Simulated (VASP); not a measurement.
# Au (Cmcm) in VASP: single point with PBEsol

Aim: the single point of Au with PBEsol.

All numbers are computed with VASP 6.6.1; they aren't measurements. Logs are shortened: lines on timing, memory, paths and dates and some standing lists are left out, and cuts for length are marked.

**1. The cell of the first run**

It takes space group Cmcm (No. 63, orthorhombic). The conventional cell has a = 2.823 Å, b = 5.112 Å, c = 4.893 Å, α = 90.00°, β = 90.00°, γ = 90.00°. Within 3.7 Å of Au (site symmetry m2m) lie 12 Au at 2.82 to 2.97 Å.

**2. Single point, PBEsol**

Contents of INCAR:

```
PREC = Accurate ; ENCUT = 520
EDIFF = 1E-7 ; ISMEAR = -1
SIGMA = 0.05 ; LREAL = F
LASPH = T ; NELM = 100
ALGO = Normal ; ISIF = 2
LWAVE = F ; LCHARG = T
GGA = PS ; LELF = T
LVHAR = T ; NBANDS = 18
```

Contents of KPOINTS:

```
Automatic mesh
0
Gamma
  12 12 6
```

Contents of POSCAR:

```
Au
1.0
    1.4113099650     -2.5559330250      0.0000000000
    1.4113099650      2.5559330250      0.0000000000
    0.0000000000      0.0000000000      4.8931696100
Au
2
Direct
    0.6653279700      0.3346720300      0.7500000000
    0.3346720300      0.6653279700      0.2500000000
```

Potentials or basis: VASP PAW PBE potentials, release 64 (Au).

The run is started by

```bash
> cat potpaw_PBE.64/Au/POTCAR > POTCAR
> mpirun -np 1 vasp_std > vasp.out
```

OUTCAR:

```text
PREC = Accurate
   ENCUT = 520
   EDIFF = 1E-7
   ISMEAR = -1
   LREAL = F
   LASPH = T
   NELM = 100
   ISIF = 2
   GGA = PS

 ion  position               nearest neighbor table
   1  0.665  0.335  0.750-   2 2.95   2 2.95   2 2.95   2 2.95   2 2.97   2 2.97
   2  0.335  0.665  0.250-   1 2.95   1 2.95   1 2.95   1 2.95   1 2.97   1 2.97

  LATTYP: Found a base centered orthorhombic cell.
 ALAT       =     2.8226199300
 B/A-ratio  =     1.8110359088
 C/A-ratio  =     1.7335559627

  Lattice vectors:

 A1 = (   1.4113099650,  -2.5559330250,   0.0000000000)
 A2 = (   1.4113099650,   2.5559330250,   0.0000000000)
 A3 = (   0.0000000000,   0.0000000000,   4.8931696100)

Analysis of symmetry for initial positions (statically):
=====================================================================
 Subroutine PRICEL returns:
 Original cell was already a primitive cell.

 Routine SETGRP: Setting up the symmetry group for a
 base centered orthorhombic supercell.

 Subroutine GETGRP returns: Found  8 space group operations
 (whereof  4 operations were pure point group operations)
 out of a pool of  8 trial point group operations.

The static configuration has the point symmetry C_2h.
 The point group associated with its full space group is D_2h.

Analysis of symmetry for dynamics (positions and initial velocities):
=====================================================================
 Subroutine PRICEL returns:
 Original cell was already a primitive cell.

 Routine SETGRP: Setting up the symmetry group for a
 base centered orthorhombic supercell.

 Subroutine GETGRP returns: Found  8 space group operations
 (whereof  4 operations were pure point group operations)
 out of a pool of  8 trial point group operations.

The dynamic configuration has the point symmetry C_2h.
 The point group associated with its full space group is D_2h.

 Subroutine INISYM returns: Found  8 space group operations
 (whereof  4 operations are pure point group operations),
 and found     1 'primitive' translations

----------------------------------------------------------------------------------------

                                     Primitive cell

  volume of cell :      35.3014

  direct lattice vectors                    reciprocal lattice vectors
     1.411309965 -2.555933025  0.000000000     0.354280783 -0.195623279  0.000000000
     1.411309965  2.555933025  0.000000000     0.354280783  0.195623279  0.000000000
     0.000000000  0.000000000  4.893169610     0.000000000  0.000000000  0.204366511

  length of vectors
     2.919689957  2.919689957  4.893169610     0.404701545  0.404701545  0.204366511

  position of ions in fractional coordinates (direct lattice)
     0.665327970  0.334672030  0.750000000
     0.334672030  0.665327970  0.250000000

  ion indices of the primitive-cell ions
   primitive index   ion index
                 1           1
                 2           2

----------------------------------------------------------------------------------------

 KPOINTS: Automatic mesh

Automatic generation of k-mesh.
 Grid dimensions read from file:
 generate k-points for:   12   12    6

 Generating k-lattice:

  Cartesian coordinates                     Fractional coordinates (reciprocal lattice)
     0.029523399 -0.016301940  0.000000000     0.083333333  0.000000000  0.000000000
     0.029523399  0.016301940  0.000000000     0.000000000  0.083333333  0.000000000
     0.000000000  0.000000000  0.034061085     0.000000000  0.000000000  0.166666667

  Length of vectors
     0.033725129  0.033725129  0.034061085

  Shift w.r.t. Gamma in fractional coordinates (k-lattice)
     0.000000000  0.000000000  0.000000000

 Subroutine IBZKPT returns following result:
 ===========================================

 Found    172 irreducible k-points:

 Following reciprocal coordinates:
            Coordinates               Weight
  0.000000  0.000000  0.000000      1.000000
  0.083333 -0.000000  0.000000      4.000000
  0.166667 -0.000000  0.000000      4.000000
  0.250000 -0.000000  0.000000      4.000000
  0.333333 -0.000000  0.000000      4.000000
  0.416667  0.000000  0.000000      4.000000
[... 16 lines left out ...]
  0.500000  0.166667  0.000000      4.000000
 -0.416667  0.166667  0.000000      4.000000
 [... further k-points ...]
   k-points           NKPTS =    172   k-points in BZ     NKDIM =    172   number of bands    NBANDS=     18
   number of dos      NEDOS =    301   number of ions     NIONS =      2
   total plane-waves  NPLWV =  20736
   dimension x,y,z NGX =    24 NGY =   24 NGZ =   36
   dimension x,y,z NGXF=    48 NGYF=   48 NGZF=   72
   ions per type =               2
   NGX,Y,Z   is equivalent  to a cutoff of  13.67, 13.67, 12.23 a.u.
   NGXF,Y,Z  is equivalent  to a cutoff of  27.33, 27.33, 24.46 a.u.
 SYSTEM =  unknown system
   PREC   = accura    normal or accurate (medium, high low for compatibility)
   ISTART =      0    job   : 0-new  1-cont  2-samecut
   ICHARG =      2    charge: 1-file 2-atom 10-const
   ISPIN  =      1    spin polarized calculation?
   LNONCOLLINEAR =      F non collinear calculations
   LSORBIT =      F    spin-orbit coupling
   LASPH  =      T    aspherical Exc in radial PAW
   ENCUT  =  520.0 eV  38.22 Ry    6.18 a.u.   5.43  5.43  9.10*2*pi/ulx,y,z
   NELM   =    100;   NELMIN=  2; NELMDL= -5     # of ELM steps
   EDIFF  = 0.1E-06   stopping-criterion for ELM
   LREAL  =      F    real-space projection
   EDIFFG = 0.1E-05   stopping-criterion for IOM
   NSW    =      0    number of steps for IOM
   IBRION =     -1    ionic relax: 0-MD 1-quasi-New 2-CG
   NFREE  =      0    steps in history (QN), initial steepest desc. (CG)
   ISIF   =      2    stress and relaxation
   ISYM   =      2    0-nonsym 1-usesym 2-fastsym
   POTIM  = 0.5000    time-step for ionic-motion
   TEBEG  =    0.0;   TEEND  =   0.0 temperature during run
   PSTRESS=    0.0 pullay stress
   NELECT =      22.0000    total number of electrons
   NUPDOWN=      -1.0000    fix difference up-down
   EMIN   =  10.00;   EMAX   =-10.00  energy-range for DOS
   EFERMI =   0.00;   METHOD = LEGACY
   ISMEAR =    -1;   SIGMA  =   0.05  broadening in eV -4-tet -1-fermi 0-gaus
   EFERMI_NEDOS =   21; number of points for ismear=-14 and -15
   IALGO  =     38    algorithm
   IMIX   =      4    mixing-type and parameters
     AMIX     =   0.40;   BMIX     =  1.00
     AMIX_MAG =   1.60;   BMIX_MAG =  1.00
  volume/ion in A,a.u.               =      17.65       119.11
  Fermi-wavevector in a.u.,A,eV,Ry     =   1.398358  2.642513 26.604898  1.955405
  Thomas-Fermi vector in A             =   2.521524
   LORBIT       =      0    0 simple, 1 ext, 2 COOP (PROOUT), +10 PAW based schemes
   GGA     = PS    functional components
   LHFCALC =     F    Hartree Fock is set to
   AEXX    =    0.0000 exact exchange contribution
   IVDW    =     0    specifies the selected vdW correction
   LEPSILON=     F    determine dielectric tensor
   LRPA    =     F    only Hartree local field effects (RPA)
 non-spin polarized calculation
  energy-cutoff  :      520.00
  volume of cell :       35.30
 maximum number of plane-waves:       968
 NGX is ok and might be reduce to    24
   NGX = 11   NGY = 11   NGZ = 19

 number of electron      21.9999996 magnetization

 Free energy of the ion-electron system (eV)
  ---------------------------------------------------
  ext. energy  EPLUGINS =         0.00000000
  ---------------------------------------------------
  free energy    TOTEN  =        -7.80232604 eV

  energy without entropy =       -7.79638454  energy(sigma->0) =       -7.79935529

 E-fermi :   8.6418     XC(G=0): -12.6755

 val. band max:        8.6306788718   @ k =   0.5000   0.0833   0.0000
 cond. band min:       8.6927196402   @ k =   0.5000   0.0833   0.3333
 fundamental gap:      0.0620407684
 Fermi energy:         8.6417567197

 k-point     1 :       0.0000    0.0000    0.0000
  band No.  band energies     occupation
      1      -0.8540      2.00000
      2       1.5546      2.00000
      3       3.9583      2.00000
      4       4.0063      2.00000
      5       4.3446      2.00000
      6       4.5895      2.00000
[... 10 lines left out ...]
     17      26.5775      0.00000
     18      27.5097      0.00000

 k-point     2 :       0.0833   -0.0000    0.0000
  band No.  band energies     occupation
      1      -0.6319      2.00000
      2       1.7435      2.00000
      3       3.9241      2.00000
      4       4.1730      2.00000
      5       4.4052      2.00000
      6       4.5974      2.00000
[... 10 lines left out ...]
     17      25.8073      0.00000
     18      26.4575      0.00000

 k-point     3 :       0.1667   -0.0000    0.0000
  band No.  band energies     occupation
      1       0.0006      2.00000
      2       2.2232      2.00000
      3       3.8047      2.00000
      4       4.3425      2.00000
      5       4.4846      2.00000
      6       4.5755      2.00000
[... 10 lines left out ...]
     17      25.1149      0.00000
     18      26.0885      0.00000

 k-point     4 :       0.2500   -0.0000    0.0000
  band No.  band energies     occupation
      1       0.9057      2.00000
      2       2.5839      2.00000
      3       3.7035      2.00000
      4       3.8552      2.00000
      5       4.1885      2.00000
      6       4.7112      2.00000
[... 375 lines left out ...]
      4       4.1023      2.00000
      5       4.4509      2.00000
      6       4.5693      2.00000
[... 10 lines left out ...]
     17      20.4288      0.00000
     18      22.4566      0.00000

 k-point    23 :       0.5000    0.1667    0.0000
  band No.  band energies     occupation
      1       2.5910      2.00000
      2       2.7197      2.00000
      3       2.8375      2.00000
      4       4.1649      2.00000
      5       4.2382      2.00000
      6       4.5138      2.00000
[... 10 lines left out ...]
     17      21.4150      0.00000
     18      22.6271      0.00000

 k-point    24 :      -0.4167    0.1667    0.0000
  band No.  band energies     occupation
      1       2.2032      2.00000
      2       2.9392      2.00000
      3       3.1350      2.00000
      4       3.5889      2.00000
      5       4.2109      2.00000
      6       4.4358      2.00000
[... 10 lines left out ...]
     17      22.7815      0.00000
     18      23.4604      0.00000

 [... further k-points ...]
[... 5 lines left out ...]
  --------------------------------------------------------------------------------------
  -------------------------------------------------------------------------------------
  Total       -1.1534904     -1.2636781     -1.2021623      0.0000000      0.0000000      0.0000000
  in kB      -52.3518960    -57.3528361    -54.5609024      0.0000000      0.0000000      0.0000000
  external PRESSURE =     -54.7552115 kB  Pullay stress =       0.0000000 kB

 VOLUME and BASIS-vectors are now :
 -----------------------------------------------------------------------------
  energy-cutoff  :      520.00
  volume of cell :       35.30
      direct lattice vectors                 reciprocal lattice vectors
     1.411309965 -2.555933025  0.000000000     0.354280783 -0.195623279  0.000000000
     1.411309965  2.555933025  0.000000000     0.354280783  0.195623279  0.000000000
     0.000000000  0.000000000  4.893169610     0.000000000  0.000000000  0.204366511

 POSITION                                       TOTAL-FORCE (eV/Angst)
 -----------------------------------------------------------------------------------
      1.41131     -0.84513      3.66988         0.000000      0.006870      0.000000
      1.41131      0.84513      1.22329         0.000000     -0.006870     -0.000000
 -----------------------------------------------------------------------------------
    total drift:                               -0.000000     -0.000000     -0.000000

  FREE ENERGIE OF THE ION-ELECTRON SYSTEM (eV)
  ---------------------------------------------------
  free  energy   TOTEN  =        -7.8023260359 eV

  energy  without entropy=       -7.7963845357  energy(sigma->0) =       -7.79935529
```

It took 2.9 min on 1 thread of AMD EPYC 7R13, shared host; peak memory 0.19 GiB.

Results:

* Free energy: -7.8023 eV
* Pressure: -5.5 GPa
* Largest force: 0.007 eV/Å
* Band gap on the k mesh: zero (band 11 reaches 12.68 eV, above the bottom of band 12 at 6.19 eV)

Forces on the atoms (eV/Å):
```
Au   0.000  0.007  0.000
Au   0.000 -0.007  0.000
```

Stress tensor (GPa, compression positive):
```
-5.24  0.00  0.00
 0.00 -5.74  0.00
 0.00  0.00 -5.46
```

Caveat: the PAW data sets were made with another functional, which shifts forces and pressure a little; spin-orbit coupling is left out, which moves the levels of the heavy elements.
